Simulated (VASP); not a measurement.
# As (R-3m) in VASP: further runs, part 2 of 2

VASP 6.6.1. Earlier steps stand in the parts before.

### Step 3. Single point, PBE0

This run uses another cell than the first one, of 21.53 Å³/atom, 1.020 times its volume.

The input, POSCAR:

```
As
1.0
    1.8807968987      1.0858785957      3.5140619945
   -1.8807968987      1.0858785957      3.5140619945
    0.0000000000     -2.1717571915      3.5140619945
As
2
Direct
    0.2260000000      0.2260000000      0.2260000000
    0.7740000000      0.7740000000      0.7740000000
```

The input, INCAR.step1:

```
SYSTEM = As
PREC = Accurate ; ENCUT = 520
EDIFF = 1E-5 ; ISMEAR = -1
SIGMA = 0.05 ; LREAL = .False.
LASPH = .True. ; NELM = 100
ALGO = Normal ; ISIF = 2
LWAVE = .True. ; NBANDS = 12
GGA = PE
```

The input, INCAR.step2:

```
SYSTEM = As
PREC = Accurate ; ENCUT = 520
EDIFF = 1E-6 ; ISMEAR = -1
SIGMA = 0.05 ; LREAL = .False.
LASPH = .True. ; NELM = 100
ALGO = Normal ; ISIF = 2
LWAVE = .False. ; LCHARG = .True.
GGA = PE ; LHFCALC = .True.
AEXX = 0.25 ; PRECFOCK = Normal
LELF = .True. ; LVHAR = .True.
NBANDS = 12 ; ISTART = 1
```

The input, KPOINTS:

```
regular mesh
0
Gamma
  4 4 4
  0 0 0
```

Potentials or basis: VASP PAW PBE potentials, release 64 (As).

Launch:

```console
> cat potpaw_PBE.64/As/POTCAR > POTCAR
> cp INCAR.step1 INCAR
> mpirun -np 1 vasp_std > vasp.out
> cp INCAR.step2 INCAR
> mpirun -np 1 vasp_std > vasp.out
```

It took 3.7 min on 1 thread of AMD EPYC 7R13 (Zen 3), shared host; peak memory 0.15 GiB.

It converged, with:

| Quantity | Value |
| --- | --- |
| Free energy | -12.4351 eV |
| Pressure | 0.5 GPa |
| Largest force | 0.200 eV/Å |
| Band gap on the k mesh | 1.04 eV, indirect (least direct gap 1.14 eV) |

Forces in eV/Å, atoms in the order of the input:
```
As   0.000  0.000 -0.200
As   0.000  0.000  0.200
```

Stress tensor (GPa, compression positive):
```
 1.23  0.00  0.00
 0.00  1.23  0.00
 0.00  0.00 -0.96
```

Levels at points of the mesh, in eV from the valence-band top:
| k point | band 3 | band 4 | band 5 | band 6 | band 7 | band 8 |
| --- | --- | --- | --- | --- | --- | --- |
| (0.00, 0.00, 0.00) | -2.51 | -2.02 | -2.02 | 3.11 | 4.58 | 4.58 |
| (0.50, 0.00, 0.00) | -2.95 | -2.87 | -0.10 | 1.04 | 1.77 | 2.89 |
| (0.50, 0.50, 0.00) | -6.38 | -4.44 | -4.35 | 2.86 | 7.43 | 8.86 |
| (0.50, 0.50, 0.50) | -1.75 | -1.75 | 0.00 | 2.17 | 2.17 | 3.14 |

Caveat: the k points lie up to 0.50 Å⁻¹ apart; the PAW data sets were made with another functional, which shifts forces and pressure a little.

### Step 4. Single point, PBE0

This run uses another cell than the first one, of 21.96 Å³/atom, 1.041 times its volume.

The input, POSCAR:

```
As
1.0
    1.8932528703      1.0930700543      3.5373346065
   -1.8932528703      1.0930700543      3.5373346065
    0.0000000000     -2.1861401086      3.5373346065
As
2
Direct
    0.2260000000      0.2260000000      0.2260000000
    0.7740000000      0.7740000000      0.7740000000
```

The input, INCAR.step1:

```
SYSTEM = As
PREC = Accurate
ENCUT = 520
EDIFF = 1E-5
ISMEAR = -1
SIGMA = 0.05
LREAL = .False.
LASPH = .True.
NELM = 80
ALGO = Normal
ISIF = 2
LWAVE = .True.
LCHARG = .False.
GGA = PE
NBANDS = 12
```

The input, INCAR.step2:

```
SYSTEM = As
PREC = Accurate
ENCUT = 520
EDIFF = 1E-6
ISMEAR = -1
SIGMA = 0.05
LREAL = .False.
LASPH = .True.
NELM = 80
ALGO = Normal
ISIF = 2
LWAVE = .False.
LCHARG = .False.
GGA = PE
LHFCALC = .True.
AEXX = 0.25
PRECFOCK = Normal
ISTART = 1
NBANDS = 12
```

The input, KPOINTS:

```
Automatic mesh
0
Gamma
  4 4 4
  0 0 0
```

Launch:

```console
> cat potpaw_PBE.64/As/POTCAR > POTCAR
> cp INCAR.step1 INCAR
> mpirun -np 1 vasp_std > vasp.out
> cp INCAR.step2 INCAR
> mpirun -np 1 vasp_std > vasp.out
```

It took 3.9 min on 1 thread of AMD EPYC 7R13 (Zen 3), shared host; peak memory 0.15 GiB.

The run converged. Its results:

- Free energy: -12.4335 eV
- Pressure: -1.1 GPa
- Largest force: 0.328 eV/Å
- Band gap on the k mesh: 1.09 eV, indirect (least direct gap 1.16 eV)

Forces in eV/Å, atoms in the order of the input:
```
As   0.000  0.000 -0.328
As   0.000  0.000  0.328
```

Stress tensor (GPa, compression positive):
```
-0.63  0.00  0.00
 0.00 -0.63  0.00
 0.00  0.00 -2.06
```

Levels at points of the mesh, in eV from the valence-band top:
```csv
k point,band 2,band 3,band 4,band 5,band 6,band 7,band 8,band 9
"(0.00, 0.00, 0.00)",-6.03,-2.38,-1.92,-1.92,3.16,4.60,4.60,8.68
"(0.50, 0.00, 0.00)",-11.91,-2.83,-2.76,-0.06,1.10,1.86,2.96,10.86
"(0.50, 0.50, 0.00)",-10.40,-6.21,-4.27,-4.20,2.98,7.35,8.81,9.28
"(0.50, 0.50, 0.50)",-10.68,-1.65,-1.65,0.00,2.24,2.24,3.12,9.89
```

Caveat: the k points lie up to 0.50 Å⁻¹ apart; the PAW data sets were made with another functional, which shifts forces and pressure a little. A k mesh can miss the band edges.

### Step 5. Single point, PBE0

This run uses another cell than the first one, of 22.39 Å³/atom, 1.061 times its volume.

The input, POSCAR:

```
As
1.0
    1.9055470646      1.1001681106      3.5603049553
   -1.9055470646      1.1001681106      3.5603049553
    0.0000000000     -2.2003362214      3.5603049553
As
2
Direct
    0.2260000000      0.2260000000      0.2260000000
    0.7740000000      0.7740000000      0.7740000000
```

The input, INCAR.step1:

```
PREC = Accurate
ENCUT = 520
EDIFF = 1E-5
ISMEAR = -1
SIGMA = 0.05
LREAL = F
LASPH = T
NELM = 60
ALGO = Normal
ISIF = 2
LWAVE = T
LCHARG = F
GGA = PE
NBANDS = 12
```

The input, INCAR.step2:

```
PREC = Accurate
ENCUT = 520
EDIFF = 1E-6
ISMEAR = -1
SIGMA = 0.05
LREAL = F
LASPH = T
NELM = 60
ALGO = Normal
ISIF = 2
LWAVE = F
LCHARG = F
GGA = PE
LHFCALC = T
AEXX = 0.25
PRECFOCK = Normal
ISTART = 1
NBANDS = 12
```

The input, KPOINTS:

```
Automatic mesh
0
Gamma
  4 4 4
```

Launch:

```console
> cat potpaw_PBE.64/As/POTCAR > POTCAR
> cp INCAR.step1 INCAR
> mpirun -np 1 vasp_std > vasp.out
> cp INCAR.step2 INCAR
> mpirun -np 1 vasp_std > vasp.out
```

Wall time 4.1 min (1 thread of AMD EPYC 7R13 (Zen 3), shared host); peak memory 0.15 GiB.

The run converged. Its results:

- Free energy: -12.4237 eV
- Pressure: -2.6 GPa
- Largest force: 0.448 eV/Å
- Band gap on the k mesh: 1.14 eV, indirect (least direct gap 1.17 eV)

Forces in eV/Å, atoms in the order of the input:
```
As   0.000  0.000 -0.448
As   0.000  0.000  0.448
```

Stress tensor (GPa, compression positive):
```
-2.30  0.00  0.00
 0.00 -2.30  0.00
 0.00  0.00 -3.05
```

Levels at points of the mesh, in eV from the valence-band top:
```
           k point  band 3  band 4  band 5  band 6  band 7  band 8
(0.00, 0.00, 0.00)   -2.26   -1.82   -1.82    3.20    4.61    4.61
(0.50, 0.00, 0.00)   -2.71   -2.65   -0.03    1.14    1.95    3.02
(0.50, 0.50, 0.00)   -6.05   -4.12   -4.05    3.10    7.28    8.75
(0.50, 0.50, 0.50)   -1.55   -1.55    0.00    2.31    2.31    3.09
```

Caveat: the k points lie up to 0.50 Å⁻¹ apart; the PAW data sets were made with another functional, which shifts forces and pressure a little.

### Step 6. Single point, PBE0

This run uses another cell than the first one, of 22.82 Å³/atom, 1.082 times its volume.

The input, POSCAR:

```
As
1.0
    1.9176846343      1.1071757398      3.5829826684
   -1.9176846343      1.1071757398      3.5829826684
    0.0000000000     -2.2143514796      3.5829826684
As
2
Direct
    0.2260000000      0.2260000000      0.2260000000
    0.7740000000      0.7740000000      0.7740000000
```

The input, INCAR.step1:

```
PREC     = Accurate       # precision mode
ENCUT    = 520            # plane-wave cutoff, eV
EDIFF    = 1E-5           # SCF threshold, eV
ISMEAR   = -1             # smearing method
SIGMA    = 0.05           # smearing width, eV
LREAL    = False          # projectors in reciprocal space
LASPH    = True           # aspherical terms in the spheres
NELM     = 80             # most SCF steps
ALGO     = Normal         # electronic algorithm
ISIF     = 2              # what is computed and relaxed
LWAVE    = True           # write WAVECAR
GGA      = PE             # functional
NBANDS   = 12             # bands
```

The input, INCAR.step2:

```
PREC     = Accurate       # precision mode
ENCUT    = 520            # plane-wave cutoff, eV
EDIFF    = 1E-7           # SCF threshold, eV
ISMEAR   = -1             # smearing method
SIGMA    = 0.05           # smearing width, eV
LREAL    = False          # projectors in reciprocal space
LASPH    = True           # aspherical terms in the spheres
NELM     = 80             # most SCF steps
ALGO     = Normal         # electronic algorithm
ISIF     = 2              # what is computed and relaxed
LWAVE    = False          # write WAVECAR
LCHARG   = True           # write CHGCAR
GGA      = PE             # functional
LHFCALC  = True           # exact exchange
AEXX     = 0.25           # exact-exchange fraction
PRECFOCK = Normal       
LELF     = True           # ELF
LVHAR    = True         
ISTART   = 1            
NBANDS   = 12             # bands
```

KPOINTS is that of step 5.

Potentials or basis: VASP PAW PBE potentials, release 64 (As).

Launch:

```console
> cat potpaw_PBE.64/As/POTCAR > POTCAR
> cp INCAR.step1 INCAR
> mpirun -np 1 vasp_std > vasp.out
> cp INCAR.step2 INCAR
> mpirun -np 1 vasp_std > vasp.out
```

Wall time 6.7 min (1 thread of AMD EPYC 7R13 (Zen 3), shared host); peak memory 0.15 GiB.

The run converged. Its results:

* Free energy: -12.4065 eV
* Pressure: -3.8 GPa
* Largest force: 0.559 eV/Å
* Band gap on the k mesh: 1.19 eV, direct

Forces on the atoms (eV/Å):
```
As   0.000  0.000 -0.559
As   0.000  0.000  0.559
```

Stress tensor (GPa, compression positive):
```
-3.80  0.00  0.00
 0.00 -3.80  0.00
 0.00  0.00 -3.93
```

Levels at points of the mesh, in eV from the valence-band top:
```tsv
k point	band 3	band 4	band 5	band 6	band 7	band 8
(0.00, 0.00, 0.00)	-2.15	-1.74	-1.74	3.24	4.62	4.62
(0.50, 0.00, 0.00)	-2.60	-2.55	0.00	1.19	2.03	3.07
(0.50, 0.50, 0.00)	-5.90	-3.97	-3.91	3.20	7.21	8.69
(0.50, 0.50, 0.50)	-1.47	-1.47	0.00	2.37	2.37	3.06
```

Caveat: the k points lie up to 0.49 Å⁻¹ apart; the PAW data sets were made with another functional, which shifts forces and pressure a little.

### Step 7. The runs side by side

| cell | gap on the mesh (eV) | pressure (GPa) | largest force (eV/Å) |
| --- | --- | --- | --- |
| a = 4.103 Å, angles 54.2°, 2 atoms | 0.99 | 2.3 | 0.06 |
| a = 4.131 Å, angles 54.2°, 2 atoms | 1.04 | 0.5 | 0.20 |
| a = 4.158 Å, angles 54.2°, 2 atoms | 1.09 | -1.1 | 0.33 |
| a = 4.185 Å, angles 54.2°, 2 atoms | 1.14 | -2.6 | 0.45 |
| a = 4.212 Å, angles 54.2°, 2 atoms | 1.19 | -3.8 | 0.56 |

Alike in all rows: task single point; level PBE0; potentials or basis VASP PAW PBE potentials, release 64 (As); no spin polarisation; k mesh 4 × 4 × 4; cutoff (eV) 520; smearing fermi-dirac 0.05 eV.

Caveats: all runs use coarse meshes; the PAW data sets were made with another functional, which shifts forces and pressure a little.

Absolute energies hang on the potentials; compare differences alone.
